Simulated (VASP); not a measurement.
W, 4 atoms in the cell. It takes space group Pbcm (No. 57, orthorhombic). The conventional cell has a = 2.738 Å, b = 4.739 Å, c = 4.797 Å, α = 90.00°, β = 90.00°, γ = 90.00°. W (site symmetry m) has 12 W at 2.63 to 2.98 Å within 3.5 Å. 

* Program: VASP 6.6.1
* Task: single point
* Functional: PBEsol
* Potentials or basis: VASP PAW PBE potentials, release 64 (W_sv)
* Cutoff: 520 eV
* k mesh: 8 × 5 × 5
* Occupations: gaussian, width 0.1 eV
* Spin: no spin polarisation
* Dipole correction: no
* Further INCAR settings: ALGO = Normal; EDIFF = 1e-06; NBANDS = 36

Potentials or basis: VASP PAW PBE potentials, release 64 (W_sv).

Command:

```bash
$ cat potpaw_PBE.64/W_sv/POTCAR > POTCAR
$ mpirun -np 1 vasp_std > vasp.out
```

Hardware: 1 thread of AMD EPYC 9R45 96-Core Processor (Zen 5), on a shared host.

Problem. How long does it take, and how much memory?

Solution. Wall time 49 s on 1 thread of AMD EPYC 9R45 96-Core Processor (Zen 5), with other jobs on the host, peak memory 0.18 GiB. Counts: scf iterations 13, k points 45.
